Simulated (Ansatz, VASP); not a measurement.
## MnPt2: VASP beside Ansatz

```
Pt Mn
1.0
     2.87733    0.00000    0.00000
    -1.43867    2.49185    0.00000
     0.00000    0.00000    6.57577
Pt Mn
2 1
Cartesian
  1.4387 0.8306 2.0793
  0.0000 1.6612 4.4965
  0.0000 0.0000 0.0000
```

Change from the starting cell: volume scaled by 1.02.

Alike in both runs: task single point; functional PBEsol; k mesh 11 × 11 × 4; occupations fermi-dirac, width 0.05 eV; collinear spin.

```csv
,VASP,Ansatz
version,VASP 6.6.1,Ansatz 0.2.0
potentials or method,"VASP PAW PBE potentials, release 64 (Pt, Mn_pv), cutoff 520 eV","all-electron LAPW, scalar-relativistic"
```

Ansatz gave:

```
gap on the k mesh at the Fermi level (eV)                     : none
pressure (GPa)                                                : -12.2
traceless stress, the component that is largest in VASP (GPa) : 1.47
rms of the force components (eV/Å)                            : 0.006
net moment per atom (μB)                                      : 1.53
size of the moment on the site where the two differ most (μB) : 3.84
```

**Question.** Which values does VASP return?

**Answer.** gap on the k mesh at the Fermi level (eV): none; pressure (GPa): -12.4; traceless stress, the component that is largest in VASP (GPa): 1.57; rms of the force components (eV/Å): 0.000; net moment per atom (μB): 1.53; size of the moment on the site where the two differ most (μB): 3.79.

VASP's potentials were made for PBE, not for PBEsol. Site moments also hang on the region over which each program counts them. Atom by atom the forces differ by 0.005 eV/Å (rms over components). A gap of «none» marks a metal or a gap that the smearing closes. Ansatz ran all-electron here, and VASP with PAW potentials.

Neither program's run includes spin-orbit coupling.
